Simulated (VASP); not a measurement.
# Ge in VASP: settings compared

The runs below take Ge through single point, with PBEsol, PBE.

Program: VASP 6.6.1. These are calculated values, not measurements. Logs are shortened: lines on timing, memory, paths and dates and some standing lists are left out, and cuts for length are marked.

**1. The cell of the first run**

Symmetry: Cmmm, No. 65, orthorhombic system. Conventional cell: a = 2.849 Å, b = 5.303 Å, c = 2.751 Å, α = 90.00°, β = 90.00°, γ = 90.00°. Ge (site symmetry mmm) has 8 Ge at 2.75 to 3.01 Å within 3.6 Å.

**2. Single point, PBEsol (volume scaled by 1.06)**

INCAR reads:

```
PREC = Accurate ; ENCUT = 520
EDIFF = 1E-7 ; ISMEAR = -1
SIGMA = 0.05 ; LREAL = False
LASPH = True ; NELM = 100
ALGO = Normal ; ISIF = 2
LWAVE = False ; LCHARG = False
GGA = PS ; NBANDS = 13
```

KPOINTS reads:

```
Automatic mesh
0
Gamma
  11 11 10
```

POSCAR reads:

```
Ge
1.0
    1.4245510352     -2.6515194585      0.0000000000
    1.4245510352      2.6515194585      0.0000000000
    0.0000000000      0.0000000000      2.7511509255
Ge
1
Direct
    0.5000000000      0.5000000000      0.0000000000
```

Potentials or basis: VASP PAW PBE potentials, release 64 (Ge_d).

Started as:

```
$ cat potpaw_PBE.64/Ge_d/POTCAR > POTCAR
$ mpirun -np 1 vasp_std > vasp.out
```

OUTCAR:

```text
PREC = Accurate
   ENCUT = 520
   EDIFF = 1E-7
   ISMEAR = -1
   LREAL = False
   LASPH = True
   NELM = 100
   ISIF = 2
   GGA = PS

 ion  position               nearest neighbor table
   1  0.500  0.500  0.000-

  LATTYP: Found a base centered orthorhombic cell.
 ALAT       =     2.8491020704
 B/A-ratio  =     1.8613018368
 C/A-ratio  =     0.9656203455

  Lattice vectors:

 A1 = (   1.4245510352,  -2.6515194585,   0.0000000000)
 A2 = (   1.4245510352,   2.6515194585,   0.0000000000)
 A3 = (   0.0000000000,   0.0000000000,   2.7511509255)

Analysis of symmetry for initial positions (statically):
=====================================================================
 Subroutine PRICEL returns:
 Original cell was already a primitive cell.

 Routine SETGRP: Setting up the symmetry group for a
 base centered orthorhombic supercell.

 Subroutine GETGRP returns: Found  8 space group operations
 (whereof  8 operations were pure point group operations)
 out of a pool of  8 trial point group operations.

The static configuration has the point symmetry D_2h.

Analysis of symmetry for dynamics (positions and initial velocities):
=====================================================================
 Subroutine PRICEL returns:
 Original cell was already a primitive cell.

 Routine SETGRP: Setting up the symmetry group for a
 base centered orthorhombic supercell.

 Subroutine GETGRP returns: Found  8 space group operations
 (whereof  8 operations were pure point group operations)
 out of a pool of  8 trial point group operations.

The dynamic configuration has the point symmetry D_2h.

 Subroutine INISYM returns: Found  8 space group operations
 (whereof  8 operations are pure point group operations),
 and found     1 'primitive' translations

----------------------------------------------------------------------------------------

                                     Primitive cell

  volume of cell :      20.7834

  direct lattice vectors                    reciprocal lattice vectors
     1.424551035 -2.651519459  0.000000000     0.350987776 -0.188571122  0.000000000
     1.424551035  2.651519459  0.000000000     0.350987776  0.188571122  0.000000000
     0.000000000  0.000000000  2.751150926     0.000000000  0.000000000  0.363484239

[... 79 lines left out ...]
   ENCUT  =  520.0 eV  38.22 Ry    6.18 a.u.   5.60  5.60  5.12*2*pi/ulx,y,z
   NELM   =    100;   NELMIN=  2; NELMDL= -5     # of ELM steps
   EDIFF  = 0.1E-06   stopping-criterion for ELM
   LREAL  =      F    real-space projection
   EDIFFG = 0.1E-05   stopping-criterion for IOM
   NSW    =      0    number of steps for IOM
   IBRION =     -1    ionic relax: 0-MD 1-quasi-New 2-CG
   NFREE  =      0    steps in history (QN), initial steepest desc. (CG)
   ISIF   =      2    stress and relaxation
   ISYM   =      2    0-nonsym 1-usesym 2-fastsym
   POTIM  = 0.5000    time-step for ionic-motion
   TEBEG  =    0.0;   TEEND  =   0.0 temperature during run
   PSTRESS=    0.0 pullay stress
   NELECT =      14.0000    total number of electrons
   NUPDOWN=      -1.0000    fix difference up-down
   EMIN   =  10.00;   EMAX   =-10.00  energy-range for DOS
   EFERMI =   0.00;   METHOD = LEGACY
   ISMEAR =    -1;   SIGMA  =   0.05  broadening in eV -4-tet -1-fermi 0-gaus
   EFERMI_NEDOS =   21; number of points for ismear=-14 and -15
   IALGO  =     38    algorithm
   IMIX   =      4    mixing-type and parameters
     AMIX     =   0.40;   BMIX     =  1.00
     AMIX_MAG =   1.60;   BMIX_MAG =  1.00
  volume/ion in A,a.u.               =      20.78       140.25
  Fermi-wavevector in a.u.,A,eV,Ry     =   1.435088  2.711922 28.020880  2.059477
  Thomas-Fermi vector in A             =   2.554425
   LORBIT       =      0    0 simple, 1 ext, 2 COOP (PROOUT), +10 PAW based schemes
   GGA     = PS    functional components
   LHFCALC =     F    Hartree Fock is set to
   AEXX    =    0.0000 exact exchange contribution
   IVDW    =     0    specifies the selected vdW correction
   LEPSILON=     F    determine dielectric tensor
   LRPA    =     F    only Hartree local field effects (RPA)
 non-spin polarized calculation
  energy-cutoff  :      520.00
  volume of cell :       20.78
 maximum number of plane-waves:       575
   NGX = 11   NGY = 11   NGZ = 11

 number of electron      13.9999998 magnetization

 Free energy of the ion-electron system (eV)
  ---------------------------------------------------
  ext. energy  EPLUGINS =         0.00000000
  ---------------------------------------------------
  free energy    TOTEN  =        -4.69184021 eV

  energy without entropy =       -4.68735800  energy(sigma->0) =       -4.68959910

 E-fermi :   5.4434     XC(G=0): -10.9018

 val. band max:        5.4388719953   @ k =  -0.3636   0.0909   0.3000
 cond. band min:       5.4785111486   @ k =   0.4545   0.2727   0.4000
 fundamental gap:      0.0396391532
 Fermi energy:         5.4434192558

 k-point     1 :       0.0000    0.0000    0.0000
  band No.  band energies     occupation
      1     -19.1349      2.00000
      2     -19.0948      2.00000
      3     -19.0517      2.00000
      4     -18.9593      2.00000
      5     -18.9404      2.00000
      6      -6.9284      2.00000
      7      11.8245      0.00000
      8      12.2096      0.00000
      9      13.6188      0.00000
     10      15.4297      0.00000
     11      17.5506      0.00000
     12      19.6196      0.00000
     13      20.0840      0.00000
[... 354 lines left out ...]
  band No.  band energies     occupation
      1     -19.1279      2.00000
      2     -19.0906      2.00000
      3     -19.0306      2.00000
      4     -18.9691      2.00000
      5     -18.9423      2.00000
      6      -6.2570      2.00000
      7       7.6012      0.00000
      8      12.3133      0.00000
      9      12.4430      0.00000
     10      15.8606      0.00000
     11      17.1661      0.00000
     12      22.3942      0.00000
     13      22.7274      0.00000

 [... further k-points ...]
[... 5 lines left out ...]
  --------------------------------------------------------------------------------------
  -------------------------------------------------------------------------------------
  Total       -0.7826240     -1.1009634     -0.8767866      0.0000000      0.0000000      0.0000000
  in kB      -60.3318305    -84.8723508    -67.5907444      0.0000000      0.0000000      0.0000000
  external PRESSURE =     -70.9316419 kB  Pullay stress =       0.0000000 kB

 VOLUME and BASIS-vectors are now :
 -----------------------------------------------------------------------------
  energy-cutoff  :      520.00
  volume of cell :       20.78
      direct lattice vectors                 reciprocal lattice vectors
     1.424551035 -2.651519459  0.000000000     0.350987776 -0.188571122  0.000000000
     1.424551035  2.651519459  0.000000000     0.350987776  0.188571122  0.000000000
     0.000000000  0.000000000  2.751150926     0.000000000  0.000000000  0.363484239

 POSITION                                       TOTAL-FORCE (eV/Angst)
 -----------------------------------------------------------------------------------
      1.42455      0.00000      0.00000         0.000000      0.000000      0.000000
 -----------------------------------------------------------------------------------
    total drift:                               -0.000000     -0.000000     -0.000000

  FREE ENERGIE OF THE ION-ELECTRON SYSTEM (eV)
  ---------------------------------------------------
  free  energy   TOTEN  =        -4.6918402088 eV

  energy  without entropy=       -4.6873579962  energy(sigma->0) =       -4.68959910
```

OSZICAR:

```text
N       E                     dE             d eps       ncg     rms          rms(c)
DAV:   1     0.637684105281E+02    0.63768E+02   -0.71372E+03  6054   0.287E+03
DAV:   2     0.127542661268E+01   -0.62493E+02   -0.59546E+02  6031   0.413E+02
DAV:   3    -0.461775803254E+01   -0.58932E+01   -0.58628E+01  6381   0.735E+01
DAV:   4    -0.470885936357E+01   -0.91101E-01   -0.91088E-01  6491   0.992E+00
DAV:   5    -0.470984917156E+01   -0.98981E-03   -0.98980E-03  6547   0.117E+00    0.122E+00
DAV:   6    -0.469640610860E+01    0.13443E-01   -0.12957E-02  7021   0.248E+00    0.661E-01
DAV:   7    -0.469204516698E+01    0.43609E-02   -0.71212E-03  7135   0.157E+00    0.869E-02
DAV:   8    -0.469183904874E+01    0.20612E-03   -0.73185E-04  6816   0.605E-01    0.252E-02
DAV:   9    -0.469184013395E+01   -0.10852E-05   -0.12452E-05  6811   0.409E-02    0.703E-03
DAV:  10    -0.469184020884E+01   -0.74891E-07   -0.61910E-07  6851   0.114E-02
   1 F= -.46918402E+01 E0= -.46895991E+01  d E =-.448221E-02
```

It took 11 s on 1 thread of Intel Xeon 6975P-C (Granite Rapids), shared host; peak memory 0.17 GiB.

What came out:

- Free energy: -4.6918 eV
- Pressure: -7.1 GPa
- Band gap on the k mesh: zero (band 7 reaches 11.82 eV, above the bottom of band 8 at 3.27 eV)

Stress tensor (GPa, compression positive):
```
-6.03  0.00  0.00
 0.00 -8.49  0.00
 0.00  0.00 -6.76
```

Caveat: the cell differs from its parent crystal (volume scaled by 1.06); the PAW data sets were made with another functional, which shifts forces and pressure a little.

**3. Single point, PBE**

This run uses another cell than the first one, of 19.61 Å³/atom, 0.943 times its volume.

INCAR reads:

```
SYSTEM = Ge
PREC = Accurate ; ENCUT = 520
EDIFF = 1E-6 ; ISMEAR = -1
SIGMA = 0.05 ; LREAL = .FALSE.
LASPH = .TRUE. ; NELM = 80
ALGO = Normal ; ISIF = 2
LWAVE = .FALSE. ; LCHARG = .FALSE.
GGA = PE ; NBANDS = 13
```

KPOINTS reads:

```
regular mesh
0
G
  11 11 10
  0 0 0
```

POSCAR reads:

```
Ge
1.0
    1.3971490000     -2.6005160000      0.0000000000
    1.3971490000      2.6005160000      0.0000000000
    0.0000000000      0.0000000000      2.6982310000
Ge
1
Direct
    0.5000000000      0.5000000000      0.0000000000
```

Potentials or basis: VASP PAW PBE potentials, release 64 (Ge_d).

Started as:

```
$ cat potpaw_PBE.64/Ge_d/POTCAR > POTCAR
$ mpirun -np 1 vasp_std > vasp.out
```

OUTCAR:

```text
SYSTEM = Ge
   PREC = Accurate
   ENCUT = 520
   EDIFF = 1E-6
   ISMEAR = -1
   LREAL = .FALSE.
   LASPH = .TRUE.
   NELM = 80
   ISIF = 2
   GGA = PE

 ion  position               nearest neighbor table
   1  0.500  0.500  0.000-

  LATTYP: Found a base centered orthorhombic cell.
 ALAT       =     2.7942980000
 B/A-ratio  =     1.8613018368
 C/A-ratio  =     0.9656203454

  Lattice vectors:

 A1 = (   1.3971490000,  -2.6005160000,   0.0000000000)
 A2 = (   1.3971490000,   2.6005160000,   0.0000000000)
 A3 = (   0.0000000000,   0.0000000000,   2.6982310000)

Analysis of symmetry for initial positions (statically):
=====================================================================
 Subroutine PRICEL returns:
 Original cell was already a primitive cell.

 Routine SETGRP: Setting up the symmetry group for a
 base centered orthorhombic supercell.

 Subroutine GETGRP returns: Found  8 space group operations
 (whereof  8 operations were pure point group operations)
 out of a pool of  8 trial point group operations.

The static configuration has the point symmetry D_2h.

Analysis of symmetry for dynamics (positions and initial velocities):
=====================================================================
 Subroutine PRICEL returns:
 Original cell was already a primitive cell.

 Routine SETGRP: Setting up the symmetry group for a
 base centered orthorhombic supercell.

 Subroutine GETGRP returns: Found  8 space group operations
 (whereof  8 operations were pure point group operations)
 out of a pool of  8 trial point group operations.

The dynamic configuration has the point symmetry D_2h.

 Subroutine INISYM returns: Found  8 space group operations
 (whereof  8 operations are pure point group operations),
 and found     1 'primitive' translations

[... 112 lines left out ...]
     AMIX_MAG =   1.60;   BMIX_MAG =  1.00
  volume/ion in A,a.u.               =      19.61       132.31
  Fermi-wavevector in a.u.,A,eV,Ry     =   1.463234  2.765111 29.130796  2.141053
  Thomas-Fermi vector in A             =   2.579353
   LORBIT       =      0    0 simple, 1 ext, 2 COOP (PROOUT), +10 PAW based schemes
   GGA     = PE    functional components
   LHFCALC =     F    Hartree Fock is set to
   AEXX    =    0.0000 exact exchange contribution
   IVDW    =     0    specifies the selected vdW correction
   LEPSILON=     F    determine dielectric tensor
   LRPA    =     F    only Hartree local field effects (RPA)
 non-spin polarized calculation
  energy-cutoff  :      520.00
  volume of cell :       19.61
 maximum number of plane-waves:       542
 NGX is ok and might be reduce to    24
   NGX = 11   NGY = 11   NGZ = 11

 number of electron      14.0000003 magnetization

 Free energy of the ion-electron system (eV)
  ---------------------------------------------------
  ext. energy  EPLUGINS =         0.00000000
  ---------------------------------------------------
  free energy    TOTEN  =        -4.26879865 eV

  energy without entropy =       -4.26485968  energy(sigma->0) =       -4.26682917

 E-fermi :   6.1871     XC(G=0): -11.0382

 val. band max:        6.1245390067   @ k =  -0.3636   0.0909   0.3000
 cond. band min:       6.1922351024   @ k =   0.3636   0.1818   0.1000
 fundamental gap:      0.0676960957
 Fermi energy:         6.1870963847

 k-point     1 :       0.0000    0.0000    0.0000
  band No.  band energies     occupation
      1     -18.5227      2.00000
      2     -18.4702      2.00000
      3     -18.4196      2.00000
      4     -18.3138      2.00000
      5     -18.2929      2.00000
      6      -6.6455      2.00000
      7      12.8823      0.00000
      8      13.3517      0.00000
      9      14.8626      0.00000
     10      16.3760      0.00000
     11      18.7118      0.00000
     12      21.0928      0.00000
     13      21.2208      0.00000
[... 354 lines left out ...]
  band No.  band energies     occupation
      1     -18.5140      2.00000
      2     -18.4662      2.00000
      3     -18.3948      2.00000
      4     -18.3255      2.00000
      5     -18.2952      2.00000
      6      -5.9386      2.00000
      7       8.4560      0.00000
      8      13.4313      0.00000
      9      13.5442      0.00000
     10      16.8172      0.00000
     11      18.3408      0.00000
     12      24.0007      0.00000
     13      24.0382      0.00000

 [... further k-points ...]
[... 5 lines left out ...]
  --------------------------------------------------------------------------------------
  -------------------------------------------------------------------------------------
  Total        0.0890926     -0.3307360     -0.0455186     -0.0000000      0.0000000      0.0000000
  in kB        7.2801616    -27.0259302     -3.7195270     -0.0000000      0.0000000      0.0000000
  external PRESSURE =      -7.8217652 kB  Pullay stress =       0.0000000 kB

 VOLUME and BASIS-vectors are now :
 -----------------------------------------------------------------------------
  energy-cutoff  :      520.00
  volume of cell :       19.61
      direct lattice vectors                 reciprocal lattice vectors
     1.397149000 -2.600516000  0.000000000     0.357871637 -0.192269534  0.000000000
     1.397149000  2.600516000  0.000000000     0.357871637  0.192269534  0.000000000
     0.000000000  0.000000000  2.698231000     0.000000000  0.000000000  0.370613191

 POSITION                                       TOTAL-FORCE (eV/Angst)
 -----------------------------------------------------------------------------------
      1.39715      0.00000      0.00000        -0.000000     -0.000000      0.000000
 -----------------------------------------------------------------------------------
    total drift:                               -0.000000     -0.000000     -0.000000

  FREE ENERGIE OF THE ION-ELECTRON SYSTEM (eV)
  ---------------------------------------------------
  free  energy   TOTEN  =        -4.2687986537 eV

  energy  without entropy=       -4.2648596805  energy(sigma->0) =       -4.26682917
```

It took 28 s on 1 thread of AMD EPYC 7R13 (Zen 3), shared host; peak memory 0.14 GiB.

What came out:

```
Free energy            : -4.2688 eV
Pressure               : -0.8 GPa
Band gap on the k mesh : zero (band 7 reaches 12.88 eV, above the bottom of band 8 at 3.82 eV)
```

Stress tensor (GPa, compression positive):
```
 0.73  0.00  0.00
 0.00 -2.70  0.00
 0.00  0.00 -0.37
```

Levels at points of the mesh, in eV from the Fermi level:
```tsv
k point	band 3	band 4	band 5	band 6	band 7	band 8	band 9	band 10	band 11	band 12
(0.00, 0.00, 0.00)	-24.61	-24.50	-24.48	-12.83	6.70	7.16	8.68	10.19	12.52	14.91
(0.00, 0.00, 0.50)	-24.57	-24.55	-24.51	-9.07	-5.64	9.99	11.50	16.05	16.15	17.30
```

**4. Single point, PBE (the cell strained at random)**

INCAR reads:

```
SYSTEM = Ge
  PREC = Accurate
  ENCUT = 520
  EDIFF = 1E-6
  ISMEAR = -1
  SIGMA = 0.05
  LREAL = .FALSE.
  LASPH = .TRUE.
  NELM = 60
  ALGO = Normal
  ISIF = 2
  LWAVE = .FALSE.
  LCHARG = .FALSE.
  GGA = PE
  NBANDS = 13
```

KPOINTS is that of step 3.

POSCAR reads:

```
Ge
1.0
    1.3670230000     -2.6325480000      0.0133260000
    1.3600710000      2.6288130000      0.0077580000
    0.0203590000     -0.0028880000      2.7331880000
Ge
1
Direct
    0.5176120000      0.5148350000     -0.0070280000
```

Started as:

```
$ cat potpaw_PBE.64/Ge_d/POTCAR > POTCAR
$ mpirun -np 1 vasp_std > vasp.out
```

Wall time 80 s (1 thread of AMD EPYC 7R13 (Zen 3), shared host); peak memory 0.22 GiB.

Results (log left out):

* Free energy: -4.2555 eV
* Pressure: -0.4 GPa
* Band gap on the k mesh: zero (band 7 reaches 12.43 eV, above the bottom of band 8 at 3.83 eV)

Stress tensor (GPa, compression positive):
```
 3.84 -0.09 -0.33
-0.09 -1.70  0.07
-0.33  0.07 -3.24
```

Levels at points of the mesh, in eV from the Fermi level:
| k point | band 3 | band 4 | band 5 | band 6 | band 7 | band 8 | band 9 | band 10 | band 11 | band 12 |
| --- | --- | --- | --- | --- | --- | --- | --- | --- | --- | --- |
| (0.00, 0.00, 0.00) | -24.60 | -24.52 | -24.49 | -12.86 | 6.19 | 6.92 | 9.39 | 9.83 | 11.98 | 15.50 |
| (0.00, 0.00, 0.50) | -24.58 | -24.55 | -24.54 | -9.30 | -5.67 | 9.59 | 12.04 | 15.43 | 16.10 | 16.95 |

Caveat: the cell differs from its parent crystal (the cell strained at random).

**5. Overview**

| level | cell | gap on the mesh (eV) | pressure (GPa) |
| --- | --- | --- | --- |
| PBEsol | a = 3.010, b = 3.010, c = 2.751 Å, angles 90.0, 90.0, 123.5°, 1 atom | none | -7.1 |
| PBE | a = 2.952, b = 2.952, c = 2.698 Å, angles 90.0, 90.0, 123.5°, 1 atom | none | -0.8 |
| PBE | a = 2.966, b = 2.960, c = 2.733 Å, angles 89.7, 89.5, 125.2°, 1 atom | none | -0.4 |

Alike in all rows: task single point; potentials or basis VASP PAW PBE potentials, release 64 (Ge_d); no spin polarisation; k mesh 11 × 11 × 10; cutoff (eV) 520; smearing fermi-dirac 0.05 eV.

Caveats: the PAW data sets were made with another functional, which shifts forces and pressure a little (some runs).

Total energies depend on the potentials used, so only differences within one code and one set of settings carry meaning.
